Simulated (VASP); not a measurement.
Write the native input for VASP 6.6.1 that does the following.

```yaml
Task: single point
Functional: PBEsol
Potentials_or_basis: VASP PAW PBE potentials, release 64 (Ni_sv_GW, O_h)
Cutoff: 1340 eV
k_mesh: 8 × 8 × 8
Occupations: gaussian, width 0.05 eV
Spin: collinear spin, ferromagnetic start
Starting_moments: "[1.83, 0.29] μB"
Fixed_moment: 2 μB
Hubbard_terms: Ni d U = 4.0 eV
Dipole_correction: no
Further_INCAR_settings: ALGO = Normal; EDIFF = 1e-06; NBANDS = 23
```

The structure of NiO lies in POSCAR:

```
NiO
1.0
    0.0000000000      2.0913095100      2.0913095100
    2.0913095100      0.0000000000      2.0913095100
    2.0913095100      2.0913095100      0.0000000000
Ni O
1 1
Direct
    0.0000000000      0.0000000000      0.0000000000
    0.5000000000      0.5000000000      0.5000000000
```

These files were run (other wordings do the same):

INCAR

```
ALGO = Normal ; EDIFF = 1E-6
ENCUT = 1340 ; GGA = PS
GGA_COMPAT = F ; ISIF = 2
ISMEAR = 0 ; ISPIN = 2
LASPH = T ; LCHARG = F
LDAU = T ; LDAUJ = 0 0
LDAUL = 2 -1 ; LDAUPRINT = 1
LDAUTYPE = 2 ; LDAUU = 4 0
LMAXMIX = 4 ; LORBIT = 11
LREAL = F ; LWAVE = F
MAGMOM = 1.83 0.29 ; NBANDS = 23
NELM = 200 ; NUPDOWN = 2.0
PREC = Accurate ; SIGMA = 0.05
```

KPOINTS

```
k-points
0
Gamma
  8 8 8
```

Potentials or basis: VASP PAW PBE potentials, release 64 (Ni_sv_GW, O_h).

The run is started by

```sh
$ cat potpaw_PBE.64/Ni_sv_GW/POTCAR potpaw_PBE.64/O_h/POTCAR > POTCAR
$ mpirun -np 1 vasp_std > vasp.out
```

It gave:

The pressure is -1.2 GPa, the net moment is 2.00 μB per cell and the site moments are Ni +1.73; O +0.18 μB. The valence electrons inside the program's atomic spheres are Ni 16.12; O 3.34.

Caveat: the PAW data sets were made with another functional, which shifts forces and pressure a little; the total moment is fixed, so each spin has its own Fermi level and the state may be an excited one; a cell with one magnetic atom can't hold antiferromagnetic order, which such compounds often take.

It took 71 s on 1 thread of Intel(R) Xeon(R) 6975P-C (Granite Rapids), with other jobs on the host, peak memory 0.3 GiB.
